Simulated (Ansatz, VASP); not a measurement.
One calculation of TaAl7N8, two programs

```xyz
16
Lattice="6.2200 0.0000 0.0000 -3.1100 5.3867 0.0000 0.0000 0.0000 4.9800" Properties=species:S:1:pos:R:3 pbc="T T T"
Ta    1.5543    0.8965    4.8066
Al    0.0036    3.5919    0.0323
Al    4.6648    0.8914    0.0324
Al    3.1052    3.5921    0.0330
Al   -0.0319    1.8124    2.4712
Al   -1.5548    4.4496    2.4726
Al    3.1432    1.8129    2.4731
Al    1.5549    4.4872    2.5019
N     1.5562    0.8960    2.1627
N     0.0111    3.5958    1.8999
N     4.6651    0.8833    1.9000
N     3.0991    3.5959    1.9005
N    -0.1382    1.8736    4.3543
N    -1.5558    4.3288    4.3559
N     3.2469    1.8735    4.3565
N     1.5543    4.4873    4.3958
```

Alike in both runs: task single point; functional PBEsol; k mesh 3 × 3 × 4; occupations gaussian, width 0.05 eV; collinear spin; Hubbard terms Ta d U = 2.0 eV.

```csv
,VASP,Ansatz
version,VASP 6.6.1,Ansatz 0.2.0
potentials or method,"VASP PAW PBE potentials, release 64 (Ta_pv, Al, N), cutoff 520 eV","scalar-relativistic, plane waves, PAW"
valence electrons in the cell,72,74
```

```tsv
	VASP	Ansatz	Ansatz less VASP
pressure (GPa)	10.8	10.7	-0.12
traceless stress, the component that is largest in VASP (GPa)	-4.21	-4.19	+0.024
rms of the force components (eV/Å)	0.050	0.009	-0.0406
net moment per atom (μB)	0.12	0.12	+0.005
size of the moment on the site where the two differ most (μB)	1.04	0.58	-0.454
```

VASP's potentials were made for PBE, not for PBEsol. Site moments also hang on the region over which each program counts them. The programs project onto different local orbitals, so the same U acts differently, and such runs can settle in different states. Atom by atom the forces differ by 0.049 eV/Å (rms over components). VASP's potentials hold 72 valence electrons a cell and Ansatz's 74, so a difference there can come from the potentials and not from the codes.

The k mesh is coarse, so the values compare programs but aren't converged. Neither program's run includes spin-orbit coupling.
